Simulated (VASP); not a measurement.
# Ti3Al (P4/mmm) in VASP: notebook, part 2 of 2

VASP 6.6.1. The steps go on from the part before.

## (3) Single point, PBE

This run uses another cell than the first one, of 16.63 Å³/atom.

The input, INCAR:

```
SYSTEM = Ti3Al
ALGO = Fast
EDIFF = 1E-6
ENCUT = 520
GGA = PE
ISIF = 2
ISMEAR = 0
LASPH = .TRUE.
LCHARG = .TRUE.
LELF = .TRUE.
LREAL = .FALSE.
LVHAR = .TRUE.
LWAVE = .FALSE.
NBANDS = 28
NELM = 60
PREC = Accurate
SIGMA = 0.1
```

The input, KPOINTS:

```
k-points
0
G
  12 12 12
  0 0 0
```

The input, POSCAR:

```
Ti3Al
1.0
    4.0521071114      0.0000000000      0.0000000000
    0.0000000000      4.0521071114      0.0000000000
    0.0000000000      0.0000000000      4.0500780677
Ti Al
3 1
Direct
    0.0000000000      0.5000000000      0.5000000000
    0.5000000000      0.0000000000      0.5000000000
    0.5000000000      0.5000000000      0.0000000000
    0.0000000000      0.0000000000      0.0000000000
```

Potentials or basis: VASP PAW PBE potentials, release 64 (Ti_sv, Al).

Run with:

```console
$ cat potpaw_PBE.64/Ti_sv/POTCAR potpaw_PBE.64/Al/POTCAR > POTCAR
$ mpirun -np 1 vasp_std > vasp.out
```

OUTCAR:

```text
SYSTEM = Ti3Al
   EDIFF = 1E-6
   ENCUT = 520
   GGA = PE
   ISIF = 2
   ISMEAR = 0
   LASPH = .TRUE.
   LREAL = .FALSE.
   NELM = 60
   PREC = Accurate

 ion  position               nearest neighbor table
   1  0.000  0.500  0.500-   3 2.86   4 2.86   3 2.86   4 2.86   4 2.86   4 2.86   3 2.86   3 2.86
                             2 2.87   2 2.87   2 2.87   2 2.87
   2  0.500  0.000  0.500-   3 2.86   4 2.86   3 2.86   4 2.86   3 2.86   3 2.86   4 2.86   4 2.86
                             1 2.87   1 2.87   1 2.87   1 2.87
   3  0.500  0.500  0.000-   1 2.86   2 2.86   1 2.86   2 2.86   2 2.86   2 2.86   1 2.86   1 2.86
                             4 2.87   4 2.87   4 2.87   4 2.87
   4  0.000  0.000  0.000-   1 2.86   2 2.86   1 2.86   2 2.86   1 2.86   1 2.86   2 2.86   2 2.86
                             3 2.87   3 2.87   3 2.87   3 2.87

  LATTYP: Found a simple tetragonal cell.
 ALAT       =     4.0521071114
 C/A-ratio  =     0.9994992621

  Lattice vectors:

 A1 = (   4.0521071114,   0.0000000000,   0.0000000000)
 A2 = (   0.0000000000,   4.0521071114,   0.0000000000)
 A3 = (   0.0000000000,   0.0000000000,   4.0500780677)

Analysis of symmetry for initial positions (statically):
=====================================================================
 Subroutine PRICEL returns:
 Original cell was already a primitive cell.

 Routine SETGRP: Setting up the symmetry group for a
 simple tetragonal supercell.

 Subroutine GETGRP returns: Found 16 space group operations
 (whereof 16 operations were pure point group operations)
 out of a pool of 16 trial point group operations.

The static configuration has the point symmetry D_4h.

Analysis of symmetry for dynamics (positions and initial velocities):
=====================================================================
 Subroutine PRICEL returns:
 Original cell was already a primitive cell.

 Routine SETGRP: Setting up the symmetry group for a
 simple tetragonal supercell.

 Subroutine GETGRP returns: Found 16 space group operations
 (whereof 16 operations were pure point group operations)
 out of a pool of 16 trial point group operations.

The dynamic configuration has the point symmetry D_4h.

 Subroutine INISYM returns: Found 16 space group operations
 (whereof 16 operations are pure point group operations),
 and found     1 'primitive' translations

----------------------------------------------------------------------------------------

                                     Primitive cell

  volume of cell :      66.5005

  direct lattice vectors                    reciprocal lattice vectors
     4.052107111  0.000000000  0.000000000     0.246785184  0.000000000  0.000000000
     0.000000000  4.052107111  0.000000000     0.000000000  0.246785184  0.000000000
     0.000000000  0.000000000  4.050078068     0.000000000  0.000000000  0.246908821

  length of vectors
     4.052107111  4.052107111  4.050078068     0.246785184  0.246785184  0.246908821

  position of ions in fractional coordinates (direct lattice)
     0.000000000  0.500000000  0.500000000
     0.500000000  0.000000000  0.500000000
     0.500000000  0.500000000  0.000000000
     0.000000000  0.000000000  0.000000000
[... 30 lines left out ...]
 ===========================================

 Found    196 irreducible k-points:

 Following reciprocal coordinates:
            Coordinates               Weight
  0.000000  0.000000  0.000000      1.000000
  0.083333  0.000000  0.000000      4.000000
  0.166667  0.000000  0.000000      4.000000
  0.250000  0.000000  0.000000      4.000000
  0.333333  0.000000  0.000000      4.000000
  0.416667  0.000000  0.000000      4.000000
[... 16 lines left out ...]
  0.333333  0.333333  0.000000      4.000000
  0.416667  0.333333  0.000000      8.000000
 [... further k-points ...]
   k-points           NKPTS =    196   k-points in BZ     NKDIM =    196   number of bands    NBANDS=     28
   number of dos      NEDOS =    301   number of ions     NIONS =      4
   total plane-waves  NPLWV =  27000
   dimension x,y,z NGX =    30 NGY =   30 NGZ =   30
   dimension x,y,z NGXF=    60 NGYF=   60 NGZF=   60
   ions per type =               3   1
   NGX,Y,Z   is equivalent  to a cutoff of  12.31, 12.31, 12.31 a.u.
   NGXF,Y,Z  is equivalent  to a cutoff of  24.62, 24.62, 24.63 a.u.
 SYSTEM =  Ti3Al
   PREC   = accura    normal or accurate (medium, high low for compatibility)
   ISTART =      0    job   : 0-new  1-cont  2-samecut
   ICHARG =      2    charge: 1-file 2-atom 10-const
   ISPIN  =      1    spin polarized calculation?
   LNONCOLLINEAR =      F non collinear calculations
   LSORBIT =      F    spin-orbit coupling
   LASPH  =      T    aspherical Exc in radial PAW
   ENCUT  =  520.0 eV  38.22 Ry    6.18 a.u.   7.53  7.53  7.53*2*pi/ulx,y,z
   NELM   =     60;   NELMIN=  2; NELMDL= -5     # of ELM steps
   EDIFF  = 0.1E-05   stopping-criterion for ELM
   LREAL  =      F    real-space projection
   EDIFFG = 0.1E-04   stopping-criterion for IOM
   NSW    =      0    number of steps for IOM
   IBRION =     -1    ionic relax: 0-MD 1-quasi-New 2-CG
   NFREE  =      0    steps in history (QN), initial steepest desc. (CG)
   ISIF   =      2    stress and relaxation
   ISYM   =      2    0-nonsym 1-usesym 2-fastsym
   POTIM  = 0.5000    time-step for ionic-motion
   TEBEG  =    0.0;   TEEND  =   0.0 temperature during run
   PSTRESS=    0.0 pullay stress
   NELECT =      39.0000    total number of electrons
   NUPDOWN=      -1.0000    fix difference up-down
   EMIN   =  10.00;   EMAX   =-10.00  energy-range for DOS
   EFERMI =   0.00;   METHOD = LEGACY
   ISMEAR =     0;   SIGMA  =   0.10  broadening in eV -4-tet -1-fermi 0-gaus
   EFERMI_NEDOS =   21; number of points for ismear=-14 and -15
   IALGO  =     68    algorithm
   IMIX   =      4    mixing-type and parameters
     AMIX     =   0.40;   BMIX     =  1.00
     AMIX_MAG =   1.60;   BMIX_MAG =  1.00
  volume/ion in A,a.u.               =      16.63       112.19
  Fermi-wavevector in a.u.,A,eV,Ry     =   1.370318  2.589525 25.548623  1.877771
  Thomas-Fermi vector in A             =   2.496115
   LORBIT       =      0    0 simple, 1 ext, 2 COOP (PROOUT), +10 PAW based schemes
   GGA     = PE    functional components
   LHFCALC =     F    Hartree Fock is set to
   AEXX    =    0.0000 exact exchange contribution
   IVDW    =     0    specifies the selected vdW correction
   LEPSILON=     F    determine dielectric tensor
   LRPA    =     F    only Hartree local field effects (RPA)
 non-spin polarized calculation
 RMM-DIIS sequential band-by-band and
 Gauss-broadening in eV      SIGMA  =   0.10
  energy-cutoff  :      520.00
  volume of cell :       66.50
 maximum number of plane-waves:      1811
   NGX = 15   NGY = 15   NGZ = 15

 number of electron      39.0000002 magnetization

 Free energy of the ion-electron system (eV)
  ---------------------------------------------------
  ext. energy  EPLUGINS =         0.00000000
  ---------------------------------------------------
  free energy    TOTEN  =       -28.31041719 eV

  energy without entropy =      -28.29056024  energy(sigma->0) =      -28.30048872

 E-fermi :   8.3574     XC(G=0): -11.3176

 val. band max:        8.3553466322   @ k =   0.4167   0.0000   0.3333
 cond. band min:       8.3590772072   @ k =   0.1667   0.1667   0.1667
 fundamental gap:      0.0037305750
 Fermi energy:         8.3573816472

 k-point     1 :       0.0000    0.0000    0.0000
  band No.  band energies     occupation
      1     -48.2882      2.00000
      2     -48.1440      2.00000
      3     -48.1436      2.00000
      4     -24.7269      2.00000
      5     -24.7269      2.00000
      6     -24.7268      2.00000
[... 733 lines left out ...]
     27      10.6874      0.00000
     28      10.9589      0.00000

 [... further k-points ...]

------------------------ aborting loop because EDIFF is reached ----------------------------------------

  FORCE on cell =-STRESS in cart. coord.  units (eV):
  Direction    XX          YY          ZZ          XY          YZ          ZX
  --------------------------------------------------------------------------------------
  -------------------------------------------------------------------------------------
  Total       -0.0464952     -0.0464952     -0.0283389      0.0000000      0.0000000      0.0000000
  in kB       -1.1201953     -1.1201953     -0.6827602      0.0000000      0.0000000      0.0000000
  external PRESSURE =      -0.9743836 kB  Pullay stress =       0.0000000 kB

 VOLUME and BASIS-vectors are now :
 -----------------------------------------------------------------------------
  energy-cutoff  :      520.00
  volume of cell :       66.50
      direct lattice vectors                 reciprocal lattice vectors
     4.052107111  0.000000000  0.000000000     0.246785184  0.000000000  0.000000000
     0.000000000  4.052107111  0.000000000     0.000000000  0.246785184  0.000000000
     0.000000000  0.000000000  4.050078068     0.000000000  0.000000000  0.246908821

 POSITION                                       TOTAL-FORCE (eV/Angst)
 -----------------------------------------------------------------------------------
      0.00000      2.02605      2.02504         0.000000      0.000000      0.000000
      2.02605      0.00000      2.02504         0.000000      0.000000      0.000000
      2.02605      2.02605      0.00000         0.000000      0.000000      0.000000
      0.00000      0.00000      0.00000         0.000000      0.000000      0.000000
 -----------------------------------------------------------------------------------
    total drift:                                0.000000      0.000000     -0.000000

  FREE ENERGIE OF THE ION-ELECTRON SYSTEM (eV)
  ---------------------------------------------------
  free  energy   TOTEN  =       -28.3104171912 eV

  energy  without entropy=      -28.2905602434  energy(sigma->0) =      -28.30048872
```

OSZICAR:

```text
N       E                     dE             d eps       ncg     rms          rms(c)
DAV:   1     0.469385704787E+03    0.46939E+03   -0.19259E+04 11072   0.161E+03
DAV:   2     0.248952387764E+02   -0.44449E+03   -0.43633E+03 11032   0.496E+02
DAV:   3    -0.260145253255E+02   -0.50910E+02   -0.49815E+02 19236   0.143E+02
[... 24 lines left out ...]
RMM:  28    -0.283104122290E+02   -0.23973E-05   -0.27543E-05 13253   0.195E-02    0.465E-03
RMM:  29    -0.283104139780E+02   -0.17490E-05   -0.21526E-05 13414   0.174E-02    0.450E-03
RMM:  30    -0.283104153550E+02   -0.13770E-05   -0.16281E-05 12914   0.157E-02    0.448E-03
RMM:  31    -0.283104163651E+02   -0.10101E-05   -0.12204E-05 12121   0.141E-02    0.450E-03
RMM:  32    -0.283104171912E+02   -0.82613E-06   -0.96821E-06 11910   0.129E-02
   1 F= -.28310417E+02 E0= -.28300489E+02  d E =-.198569E-01
```

Run time: 25 min. Hardware: 1 thread of Intel Xeon 8259CL, shared host; peak memory 0.39 GiB.

What came out:

| Quantity | Value |
| --- | --- |
| Free energy | -28.3104 eV |
| Pressure | -0.1 GPa |
| Band gap on the k mesh | zero (an odd number of electrons rules out a gap without spin polarisation) |

Levels at points of the mesh, in eV from the Fermi level:
| k point | band 17 | band 18 | band 19 | band 20 | band 21 | band 22 |
| --- | --- | --- | --- | --- | --- | --- |
| (0.00, 0.00, 0.00) | -1.20 | -1.20 | -1.20 | 0.95 | 0.95 | 0.95 |
| (0.50, 0.00, 0.00) | -1.32 | -0.62 | -0.46 | 0.46 | 0.46 | 0.90 |
| (0.50, 0.50, 0.00) | -1.54 | -0.32 | -0.15 | -0.15 | 0.62 | 0.62 |
| (0.00, 0.00, 0.50) | -1.33 | -0.62 | -0.46 | 0.46 | 0.46 | 0.90 |
| (0.50, 0.00, 0.50) | -1.53 | -0.32 | -0.15 | -0.15 | 0.62 | 0.62 |
| (0.50, 0.50, 0.50) | -1.27 | -1.27 | -1.27 | 0.72 | 0.72 | 0.72 |
